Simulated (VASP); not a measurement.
# Ru (P6_3/mmc) in VASP: notebook

The runs below take Ru through single point, with r2SCAN.

Program: VASP 6.6.1. These are calculated values, not measurements. Logs are shortened: lines on timing, memory, paths and dates and some standing lists are left out, and cuts for length are marked.

**1. The cell of the first run**

Symmetry: P6_3/mmc, No. 194, hexagonal system. The conventional cell has a = 2.706 Å, b = 2.706 Å, c = 4.258 Å, α = 90.00°, β = 90.00°, γ = 120.00°. Ru (site symmetry -6m2) has 12 Ru at 2.64 to 2.71 Å within 3.5 Å.

**2. Single point, r2SCAN**

The input, POSCAR:

```
Ru
1.0
    2.7059477279      0.0000000000      0.0000000000
   -1.3529738639      2.3434194737      0.0000000000
    0.0000000000      0.0000000000      4.2579056513
Ru
2
Direct
    0.3333333333      0.6666666667      0.2500000000
    0.6666666667      0.3333333333      0.7500000000
```

The input, INCAR.step1:

```
SYSTEM = Ru
PREC = Accurate ; ENCUT = 520
ISMEAR = -1 ; SIGMA = 0.1
LREAL = .False. ; LASPH = .True.
NELM = 100 ; NBANDS = 21
GGA = PE ; ALGO = Normal
EDIFF = 1E-4 ; LWAVE = .True.
LCHARG = .False.
```

The input, INCAR.step2:

```
SYSTEM = Ru
PREC = Accurate ; ENCUT = 520
EDIFF = 1E-6 ; ISMEAR = -1
SIGMA = 0.1 ; LREAL = .False.
LASPH = .True. ; NELM = 100
ALGO = Normal ; ISIF = 2
LWAVE = .False. ; LCHARG = .False.
METAGGA = R2SCAN ; LMIXTAU = .True.
NBANDS = 21 ; ISTART = 1
```

The input, KPOINTS:

```
Automatic mesh
0
Gamma
  2 2 1
  0 0 0
```

Potentials or basis: VASP PAW PBE potentials, release 64 (Ru_pv).

Started as:

```sh
> cat potpaw_PBE.64/Ru_pv/POTCAR > POTCAR
> cp INCAR.step1 INCAR
> mpirun -np 1 vasp_std > vasp.out
> cp INCAR.step2 INCAR
> mpirun -np 1 vasp_std > vasp.out
```

OUTCAR:

```text
SYSTEM = Ru
   PREC = Accurate
   ENCUT = 520
   EDIFF = 1E-6
   ISMEAR = -1
   LREAL = .False.
   LASPH = .True.
   NELM = 100
   ISIF = 2
   METAGGA = R2SCAN
   ISTART = 1

 ion  position               nearest neighbor table
   1  0.333  0.667  0.250-   2 2.64   2 2.64   2 2.64   2 2.64   2 2.64   2 2.64
   2  0.667  0.333  0.750-   1 2.64   1 2.64   1 2.64   1 2.64   1 2.64   1 2.64

  LATTYP: Found a hexagonal cell.
 ALAT       =     2.7059477279
 C/A-ratio  =     1.5735358105

  Lattice vectors:

 A1 = (   2.7059477279,   0.0000000000,   0.0000000000)
 A2 = (  -1.3529738639,   2.3434194737,   0.0000000000)
 A3 = (   0.0000000000,   0.0000000000,   4.2579056513)

Analysis of symmetry for initial positions (statically):
=====================================================================
 Subroutine PRICEL returns:
 Original cell was already a primitive cell.

 Routine SETGRP: Setting up the symmetry group for a
 hexagonal supercell.

 Subroutine GETGRP returns: Found 24 space group operations
 (whereof 12 operations were pure point group operations)
 out of a pool of 24 trial point group operations.

The static configuration has the point symmetry D_3d.
 The point group associated with its full space group is D_6h.

Analysis of symmetry for dynamics (positions and initial velocities):
=====================================================================
 Subroutine PRICEL returns:
 Original cell was already a primitive cell.

 Routine SETGRP: Setting up the symmetry group for a
 hexagonal supercell.

 Subroutine GETGRP returns: Found 24 space group operations
 (whereof 12 operations were pure point group operations)
 out of a pool of 24 trial point group operations.

The dynamic configuration has the point symmetry D_3d.
 The point group associated with its full space group is D_6h.

 Subroutine INISYM returns: Found 24 space group operations
 (whereof 12 operations are pure point group operations),
 and found     1 'primitive' translations

----------------------------------------------------------------------------------------

                                     Primitive cell

  volume of cell :      27.0001

  direct lattice vectors                    reciprocal lattice vectors
     2.705947728  0.000000000  0.000000000     0.369556289  0.213363423  0.000000000
    -1.352973864  2.343419474  0.000000000     0.000000000  0.426726846  0.000000000
     0.000000000  0.000000000  4.257905651     0.000000000  0.000000000  0.234857247

  length of vectors
[... 63 lines left out ...]
   IBRION =     -1    ionic relax: 0-MD 1-quasi-New 2-CG
   NFREE  =      0    steps in history (QN), initial steepest desc. (CG)
   ISIF   =      2    stress and relaxation
   ISYM   =      2    0-nonsym 1-usesym 2-fastsym
   POTIM  = 0.5000    time-step for ionic-motion
   TEBEG  =    0.0;   TEEND  =   0.0 temperature during run
   PSTRESS=    0.0 pullay stress
   NELECT =      28.0000    total number of electrons
   NUPDOWN=      -1.0000    fix difference up-down
   EMIN   =  10.00;   EMAX   =-10.00  energy-range for DOS
   EFERMI =   0.00;   METHOD = LEGACY
   ISMEAR =    -1;   SIGMA  =   0.10  broadening in eV -4-tet -1-fermi 0-gaus
   EFERMI_NEDOS =   21; number of points for ismear=-14 and -15
   IALGO  =     38    algorithm
   IMIX   =      4    mixing-type and parameters
     AMIX     =   0.40;   BMIX     =  1.00
     AMIX_MAG =   1.60;   BMIX_MAG =  1.00
  volume/ion in A,a.u.               =      13.50        91.10
  Fermi-wavevector in a.u.,A,eV,Ry     =   1.657063  3.131395 37.359663  2.745858
  Thomas-Fermi vector in A             =   2.744880
   LORBIT       =      0    0 simple, 1 ext, 2 COOP (PROOUT), +10 PAW based schemes
   METAGGA = R2SCAN    functional components
   LHFCALC =     F    Hartree Fock is set to
   AEXX    =    0.0000 exact exchange contribution
   IVDW    =     0    specifies the selected vdW correction
   LEPSILON=     F    determine dielectric tensor
   LRPA    =     F    only Hartree local field effects (RPA)
 non-spin polarized calculation
  energy-cutoff  :      520.00
  volume of cell :       27.00
 maximum number of plane-waves:       722
 NGX is ok and might be reduce to    20
   NGX =  9   NGY =  9   NGZ = 15

 number of electron      28.0000003 magnetization

 Free energy of the ion-electron system (eV)
  ---------------------------------------------------
  ext. energy  EPLUGINS =         0.00000000
  ---------------------------------------------------
  free energy    TOTEN  =       -50.42848592 eV

  energy without entropy =      -50.23566403  energy(sigma->0) =      -50.33207497

 E-fermi :  14.3076     XC(G=0): -15.3406

 val. band max:       11.6328826789   @ k =   0.0000   0.0000   0.0000
 cond. band min:      14.3469973156   @ k =   0.5000  -0.0000   0.0000
 fundamental gap:      2.7141146367
 Fermi energy:        14.3075966819

 k-point     1 :       0.0000    0.0000    0.0000
  band No.  band energies     occupation
      1     -31.7371      2.00000
      2     -31.0697      2.00000
      3     -31.0697      2.00000
      4     -30.8791      2.00000
      5     -30.8791      2.00000
      6     -30.4391      2.00000
[... 13 lines left out ...]
     20      21.8902      0.00000
     21      23.9684      0.00000

 k-point     2 :       0.5000   -0.0000    0.0000
  band No.  band energies     occupation
      1     -31.8893      2.00000
      2     -31.6740      2.00000
      3     -31.3246      2.00000
      4     -31.1930      2.00000
      5     -31.0079      2.00000
      6     -30.7725      2.00000
[... 13 lines left out ...]
     20      21.8959      0.00000
     21      24.4975      0.00000

------------------------ aborting loop because EDIFF is reached ----------------------------------------

  FORCE on cell =-STRESS in cart. coord.  units (eV):
  Direction    XX          YY          ZZ          XY          YZ          ZX
  --------------------------------------------------------------------------------------
  -------------------------------------------------------------------------------------
  Total        0.9309833      0.9309833      2.6182931      0.0000000      0.0000000      0.0000000
  in kB       55.2442383     55.2442383    155.3686430      0.0000000      0.0000000      0.0000000
  external PRESSURE =      88.6190399 kB  Pullay stress =       0.0000000 kB

 VOLUME and BASIS-vectors are now :
 -----------------------------------------------------------------------------
  energy-cutoff  :      520.00
  volume of cell :       27.00
      direct lattice vectors                 reciprocal lattice vectors
     2.705947728  0.000000000  0.000000000     0.369556289  0.213363423  0.000000000
    -1.352973864  2.343419474  0.000000000     0.000000000  0.426726846  0.000000000
     0.000000000  0.000000000  4.257905651     0.000000000  0.000000000  0.234857247

 POSITION                                       TOTAL-FORCE (eV/Angst)
 -----------------------------------------------------------------------------------
     -0.00000      1.56228      1.06448         0.000000     -0.000000      0.000000
      1.35297      0.78114      3.19343        -0.000000      0.000000      0.000000
 -----------------------------------------------------------------------------------
    total drift:                               -0.000000      0.000000     -0.000000

  FREE ENERGIE OF THE ION-ELECTRON SYSTEM (eV)
  ---------------------------------------------------
  free  energy   TOTEN  =       -50.4284859236 eV

  energy  without entropy=      -50.2356640256  energy(sigma->0) =      -50.33207497
```

OUTCAR.step1:

```text
SYSTEM = Ru
   PREC = Accurate
   ENCUT = 520
   ISMEAR = -1
   LREAL = .False.
   LASPH = .True.
[... 247 lines left out ...]
     -0.00000      1.56228      1.06448        -0.000000      0.000000      0.000000
      1.35297      0.78114      3.19343         0.000000     -0.000000      0.000000
 -----------------------------------------------------------------------------------
    total drift:                               -0.000000      0.000000     -0.000000

  FREE ENERGIE OF THE ION-ELECTRON SYSTEM (eV)
  ---------------------------------------------------
  free  energy   TOTEN  =       -17.9930381327 eV

  energy  without entropy=      -17.7992942946  energy(sigma->0) =      -17.89616621
```

OSZICAR.step1:

```text
N       E                     dE             d eps       ncg     rms          rms(c)
DAV:   1     0.286042709394E+03    0.28604E+03   -0.18100E+04    84   0.148E+03
DAV:   2    -0.145232404039E+02   -0.30057E+03   -0.29089E+03    84   0.435E+02
DAV:   3    -0.194461994962E+02   -0.49230E+01   -0.49055E+01   104   0.646E+01
DAV:   4    -0.194798483659E+02   -0.33649E-01   -0.33628E-01   100   0.510E+00
DAV:   5    -0.194801867563E+02   -0.33839E-03   -0.33788E-03   104   0.472E-01    0.215E+01
DAV:   6    -0.180384472601E+02    0.14417E+01   -0.25585E+00    89   0.162E+01    0.775E+00
DAV:   7    -0.180079903456E+02    0.30457E-01   -0.13628E-01   107   0.301E+00    0.406E+00
DAV:   8    -0.179957436052E+02    0.12247E-01   -0.24000E-02    89   0.130E+00    0.280E+00
DAV:   9    -0.179930458867E+02    0.26977E-02   -0.10490E-02    94   0.105E+00    0.157E-01
DAV:  10    -0.179930381327E+02    0.77540E-05   -0.45897E-04    91   0.223E-01
   1 F= -.17993038E+02 E0= -.17896166E+02  d E =-.193744E+00
```

Wall time 17 s (1 thread of AMD EPYC 7R43 (Zen 3), shared host); peak memory 0.1 GiB.

What came out:

```
Free energy            : -50.4285 eV
Pressure               : 8.9 GPa
Band gap on the k mesh : zero (band 14 reaches 14.35 eV, above the bottom of band 15 at 11.63 eV)
```

Levels at points of the mesh, in eV from the Fermi level:
| k point | band 11 | band 12 | band 13 | band 14 | band 15 | band 16 | band 17 | band 18 |
| --- | --- | --- | --- | --- | --- | --- | --- | --- |
| (0.00, 0.00, 0.00) | -3.70 | -3.48 | -3.48 | -2.67 | -2.67 | 0.09 | 0.09 | 0.14 |
| (0.50, 0.00, 0.00) | -3.35 | -3.23 | -2.83 | 0.04 | 0.49 | 0.89 | 2.97 | 5.06 |

Caveat: the k points lie up to 1.48 Å⁻¹ apart; the PAW data sets were made with another functional, which shifts forces and pressure a little.

(Part 1 of 2 ends here.)
